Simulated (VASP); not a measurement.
# Pt (P-3m1) in VASP: single point with PBEsol

Aim: the single point of Pt with PBEsol.

Everything below comes from runs of VASP 6.6.1. Logs are shortened: lines on timing, memory, paths and dates and some standing lists are left out, and cuts for length are marked.

## Step 1: The cell of the first run

Symmetry: P-3m1, No. 164, trigonal system. The conventional cell has a = 2.770 Å, b = 2.770 Å, c = 13.423 Å, α = 90.00°, β = 90.00°, γ = 120.00°. Pt (site symmetry 3m) has 12 Pt at 2.65 to 2.77 Å within 3.5 Å. Within 3.7 Å of Pt (site symmetry 3m) lie 12 Pt at 2.77 Å. Pt (site symmetry 3m) has 12 Pt at 2.77 Å within 3.7 Å.

## Step 2: Single point, PBEsol (the distance across one plane changed)

File INCAR:

```
SYSTEM = Pt
PREC = Accurate
ENCUT = 520
EDIFF = 1E-6
ISMEAR = 0
SIGMA = 0.15
LREAL = .False.
LASPH = .True.
NELM = 100
ALGO = Fast
ISIF = 2
LWAVE = .False.
LCHARG = .True.
GGA = PS
LELF = .True.
LVHAR = .True.
NBANDS = 39
```

File KPOINTS:

```
regular mesh
0
Gamma
  24 24 5
  0 0 0
```

File POSCAR:

```
Pt
1.0
    1.9590303458     -1.9590303458      0.0000000000
    1.9590303458      0.0000000000     -1.9590303458
    7.7495188428      7.7495188428      7.7495188428
Pt
6
Direct
    0.6666666667      0.6666666667      0.0842477483
    0.0000000000      0.0000000000      0.9268937610
    0.3333333333      0.3333333333      0.2527769509
    0.6666666667      0.6666666667      0.5898353559
    0.0000000000      0.0000000000      0.4213061534
    0.3333333333      0.3333333333      0.7583645584
```

Potentials or basis: VASP PAW PBE potentials, release 64 (Pt).

Started as:

```console
> cat potpaw_PBE.64/Pt/POTCAR > POTCAR
> mpirun -np 1 vasp_std > vasp.out
```

OUTCAR:

```text
SYSTEM = Pt
   PREC = Accurate
   ENCUT = 520
   EDIFF = 1E-6
   ISMEAR = 0
   LREAL = .False.
   LASPH = .True.
   NELM = 100
   ISIF = 2
   GGA = PS

 ion  position               nearest neighbor table
   1  0.667  0.667  0.084-   2 2.65   2 2.65   2 2.65   3 2.77   3 2.77   3 2.77
   2  0.000  0.000  0.927-   1 2.65   1 2.65   1 2.65   6 2.77   6 2.77   6 2.77
   3  0.333  0.333  0.253-   5 2.77   5 2.77   5 2.77   1 2.77   1 2.77   1 2.77
   4  0.667  0.667  0.590-   6 2.77   6 2.77   5 2.77   5 2.77   5 2.77   6 2.77
   5  0.000  0.000  0.421-   4 2.77   3 2.77   4 2.77   4 2.77   3 2.77   3 2.77
   6  0.333  0.333  0.758-   4 2.77   4 2.77   4 2.77   2 2.77   2 2.77   2 2.77

  LATTYP: Found a hexagonal cell.
 ALAT       =     2.7704872841
 C/A-ratio  =     4.8448373854

  Lattice vectors:

 A1 = (  -1.9590303458,   0.0000000000,   1.9590303458)
 A2 = (   1.9590303458,  -1.9590303458,   0.0000000000)
 A3 = (   7.7495188428,   7.7495188428,   7.7495188428)

Analysis of symmetry for initial positions (statically):
=====================================================================
 Subroutine PRICEL returns:
 Original cell was already a primitive cell.

 Routine SETGRP: Setting up the symmetry group for a
 hexagonal supercell.

 Subroutine GETGRP returns: Found 12 space group operations
 (whereof  6 operations were pure point group operations)
 out of a pool of 24 trial point group operations.

The static configuration has the point symmetry C_3v.
 The point group associated with its full space group is D_3d.

Analysis of symmetry for dynamics (positions and initial velocities):
=====================================================================
 Subroutine PRICEL returns:
 Original cell was already a primitive cell.

 Routine SETGRP: Setting up the symmetry group for a
 hexagonal supercell.

 Subroutine GETGRP returns: Found 12 space group operations
 (whereof  6 operations were pure point group operations)
 out of a pool of 24 trial point group operations.

The dynamic configuration has the point symmetry C_3v.
 The point group associated with its full space group is D_3d.

 Subroutine INISYM returns: Found 12 space group operations
 (whereof  6 operations are pure point group operations),
 and found     1 'primitive' translations

----------------------------------------------------------------------------------------

                                     Primitive cell

  volume of cell :      89.2233

  direct lattice vectors                    reciprocal lattice vectors
     1.959030346 -1.959030346  0.000000000     0.170152205 -0.340304410  0.170152205
     1.959030346  0.000000000 -1.959030346     0.170152205  0.170152205 -0.340304410
     7.749518843  7.749518843  7.749518843     0.043013423  0.043013423  0.043013423

  length of vectors
     2.770487284  2.770487284 13.422560370     0.416786081  0.416786081  0.074501434

  position of ions in fractional coordinates (direct lattice)
     0.666666667  0.666666667  0.084247748
     0.000000000  0.000000000  0.926893761
     0.333333333  0.333333333  0.252776951
     0.666666667  0.666666667  0.589835356
     0.000000000  0.000000000  0.421306153
     0.333333333  0.333333333  0.758364558

  ion indices of the primitive-cell ions
   primitive index   ion index
                 1           1
                 2           2
                 3           3
                 4           4
                 5           5
                 6           6

----------------------------------------------------------------------------------------

 KPOINTS: regular mesh

Automatic generation of k-mesh.
 Grid dimensions read from file:
 generate k-points for:   24   24    5

 Generating k-lattice:

  Cartesian coordinates                     Fractional coordinates (reciprocal lattice)
     0.007089675 -0.014179350  0.007089675     0.041666667  0.000000000  0.000000000
     0.007089675  0.007089675 -0.014179350     0.000000000  0.041666667  0.000000000
     0.008602685  0.008602685  0.008602685     0.000000000  0.000000000  0.200000000

  Length of vectors
     0.017366087  0.017366087  0.014900287

  Shift w.r.t. Gamma in fractional coordinates (k-lattice)
     0.000000000  0.000000000  0.000000000

 Subroutine IBZKPT returns following result:
 ===========================================

 Found    279 irreducible k-points:

 Following reciprocal coordinates:
            Coordinates               Weight
  0.000000  0.000000  0.000000      1.000000
  0.041667  0.000000  0.000000      6.000000
  0.083333  0.000000  0.000000      6.000000
  0.125000  0.000000  0.000000      6.000000
  0.166667  0.000000  0.000000      6.000000
  0.208333  0.000000  0.000000      6.000000
[... 16 lines left out ...]
  0.458333  0.041667 -0.000000     12.000000
  0.500000  0.041667  0.000000     12.000000
 [... further k-points ...]
   k-points           NKPTS =    279   k-points in BZ     NKDIM =    279   number of bands    NBANDS=     39
   number of dos      NEDOS =    301   number of ions     NIONS =      6
   total plane-waves  NPLWV =  57600
   dimension x,y,z NGX =    24 NGY =   24 NGZ =  100
   dimension x,y,z NGXF=    48 NGYF=   48 NGZF=  200
   ions per type =               6
   NGX,Y,Z   is equivalent  to a cutoff of  14.40, 14.40, 12.39 a.u.
   NGXF,Y,Z  is equivalent  to a cutoff of  28.80, 28.80, 24.77 a.u.
 SYSTEM =  Pt
   PREC   = accura    normal or accurate (medium, high low for compatibility)
   ISTART =      0    job   : 0-new  1-cont  2-samecut
   ICHARG =      2    charge: 1-file 2-atom 10-const
   ISPIN  =      1    spin polarized calculation?
   LNONCOLLINEAR =      F non collinear calculations
   LSORBIT =      F    spin-orbit coupling
   LASPH  =      T    aspherical Exc in radial PAW
   ENCUT  =  520.0 eV  38.22 Ry    6.18 a.u.   5.15  5.15 24.96*2*pi/ulx,y,z
   NELM   =    100;   NELMIN=  2; NELMDL= -5     # of ELM steps
   EDIFF  = 0.1E-05   stopping-criterion for ELM
   LREAL  =      F    real-space projection
   EDIFFG = 0.1E-04   stopping-criterion for IOM
   NSW    =      0    number of steps for IOM
   IBRION =     -1    ionic relax: 0-MD 1-quasi-New 2-CG
   NFREE  =      0    steps in history (QN), initial steepest desc. (CG)
   ISIF   =      2    stress and relaxation
   ISYM   =      2    0-nonsym 1-usesym 2-fastsym
   POTIM  = 0.5000    time-step for ionic-motion
   TEBEG  =    0.0;   TEEND  =   0.0 temperature during run
   PSTRESS=    0.0 pullay stress
   NELECT =      60.0000    total number of electrons
   NUPDOWN=      -1.0000    fix difference up-down
   EMIN   =  10.00;   EMAX   =-10.00  energy-range for DOS
   EFERMI =   0.00;   METHOD = LEGACY
   ISMEAR =     0;   SIGMA  =   0.15  broadening in eV -4-tet -1-fermi 0-gaus
   EFERMI_NEDOS =   21; number of points for ismear=-14 and -15
   IALGO  =     68    algorithm
   IMIX   =      4    mixing-type and parameters
     AMIX     =   0.40;   BMIX     =  1.00
     AMIX_MAG =   1.60;   BMIX_MAG =  1.00
  volume/ion in A,a.u.               =      14.87       100.35
  Fermi-wavevector in a.u.,A,eV,Ry     =   1.434275  2.710387 27.989160  2.057145
  Thomas-Fermi vector in A             =   2.553702
   LORBIT       =      0    0 simple, 1 ext, 2 COOP (PROOUT), +10 PAW based schemes
   GGA     = PS    functional components
   LHFCALC =     F    Hartree Fock is set to
   AEXX    =    0.0000 exact exchange contribution
   IVDW    =     0    specifies the selected vdW correction
   LEPSILON=     F    determine dielectric tensor
   LRPA    =     F    only Hartree local field effects (RPA)
 non-spin polarized calculation
 RMM-DIIS sequential band-by-band and
 Gauss-broadening in eV      SIGMA  =   0.15
  energy-cutoff  :      520.00
  volume of cell :       89.22
 maximum number of plane-waves:      2423
 NGX is ok and might be reduce to    24
   NGX = 11   NGY = 11   NGZ = 49

 number of electron      60.0000004 magnetization

 Free energy of the ion-electron system (eV)
  ---------------------------------------------------
  ext. energy  EPLUGINS =         0.00000000
  ---------------------------------------------------
  free energy    TOTEN  =       -41.75617269 eV

  energy without entropy =      -41.63295438  energy(sigma->0) =      -41.69456354

 E-fermi :  11.3710     XC(G=0): -13.7093

 val. band max:       11.3699922538   @ k =   0.4167   0.1250   0.4000
 cond. band min:      11.3711149423   @ k =   0.5000   0.0000   0.0000
 fundamental gap:      0.0011226884
 Fermi energy:        11.3709886932

 k-point     1 :       0.0000    0.0000    0.0000
  band No.  band energies     occupation
      1       0.8824      2.00000
      2       1.9267      2.00000
      3       2.0851      2.00000
      4       3.6443      2.00000
      5       3.7419      2.00000
      6       3.9115      2.00000
[... 31 lines left out ...]
     38      21.7261      0.00000
     39      22.1228      0.00000

 k-point     2 :       0.0417    0.0000    0.0000
  band No.  band energies     occupation
      1       0.9451      2.00000
      2       1.9858      2.00000
      3       2.1439      2.00000
      4       3.7033      2.00000
      5       3.8022      2.00000
      6       3.9688      2.00000
[... 31 lines left out ...]
     38      21.7558      0.00000
     39      22.1468      0.00000

 k-point     3 :       0.0833    0.0000    0.0000
  band No.  band energies     occupation
      1       1.1307      2.00000
      2       2.1594      2.00000
      3       2.3163      2.00000
      4       3.8747      2.00000
      5       3.9784      2.00000
      6       4.1361      2.00000
[... 832 lines left out ...]
 k-point    23 :       0.4583    0.0417   -0.0000
  band No.  band energies     occupation
      1       3.8468      2.00000
      2       4.1422      2.00000
      3       4.4933      2.00000
      4       4.6008      2.00000
      5       4.6983      2.00000
      6       4.8590      2.00000
[... 31 lines left out ...]
     38      17.9464      0.00000
     39      18.3877      0.00000

 k-point    24 :       0.5000    0.0417    0.0000
  band No.  band energies     occupation
      1       3.8378      2.00000
      2       4.0811      2.00000
      3       4.5289      2.00000
      4       4.6076      2.00000
      5       4.6998      2.00000
      6       4.7888      2.00000
[... 31 lines left out ...]
     38      17.3983      0.00000
     39      18.4713      0.00000

 [... further k-points ...]

------------------------ aborting loop because EDIFF is reached ----------------------------------------

  FORCE on cell =-STRESS in cart. coord.  units (eV):
  Direction    XX          YY          ZZ          XY          YZ          ZX
  --------------------------------------------------------------------------------------
  -------------------------------------------------------------------------------------
  Total        2.0231152      2.0231152      2.0231152      0.4023966      0.4023966      0.4023966
  in kB       36.3289526     36.3289526     36.3289526      7.2258107      7.2258107      7.2258107
  external PRESSURE =      36.3289526 kB  Pullay stress =       0.0000000 kB

 VOLUME and BASIS-vectors are now :
 -----------------------------------------------------------------------------
  energy-cutoff  :      520.00
  volume of cell :       89.22
      direct lattice vectors                 reciprocal lattice vectors
     1.959030346 -1.959030346  0.000000000     0.170152205 -0.340304410  0.170152205
     1.959030346  0.000000000 -1.959030346     0.170152205  0.170152205 -0.340304410
     7.749518843  7.749518843  7.749518843     0.043013423  0.043013423  0.043013423

 POSITION                                       TOTAL-FORCE (eV/Angst)
 -----------------------------------------------------------------------------------
      3.26492     -0.65314     -0.65314         0.769997      0.769997      0.769997
      7.18298      7.18298      7.18298        -0.769997     -0.769997     -0.769997
      3.26492      1.30589      1.30589        -0.012746     -0.012746     -0.012746
      7.18298      3.26492      3.26492        -0.002431     -0.002431     -0.002431
      3.26492      3.26492      3.26492         0.002431      0.002431      0.002431
      7.18298      5.22395      5.22395         0.012746      0.012746      0.012746
 -----------------------------------------------------------------------------------
    total drift:                               -0.000003     -0.000003     -0.000003

  FREE ENERGIE OF THE ION-ELECTRON SYSTEM (eV)
  ---------------------------------------------------
  free  energy   TOTEN  =       -41.7561726927 eV

  energy  without entropy=      -41.6329543777  energy(sigma->0) =      -41.69456354
```

Run time: 38 min. Hardware: 1 thread of Intel Xeon 8259CL, shared host; peak memory 0.74 GiB.

Results:

```yaml
Free_energy: -41.7562 eV
Pressure: 3.6 GPa
Largest_force: 1.334 eV/Å
Band_gap_on_the_k_mesh: zero (bands 30 and 31 overlap by 1.91 eV)
```

Forces in eV/Å, atoms in the order of the input:
```
Pt   0.770  0.770  0.770
Pt  -0.770 -0.770 -0.770
Pt  -0.013 -0.013 -0.013
Pt  -0.002 -0.002 -0.002
Pt   0.002  0.002  0.002
Pt   0.013  0.013  0.013
```

Caveat: the cell differs from its parent crystal (the distance across one plane changed); the cell stands under pressure; the PAW data sets were made with another functional, which shifts forces and pressure a little; spin-orbit coupling is left out, which moves the levels of the heavy elements.
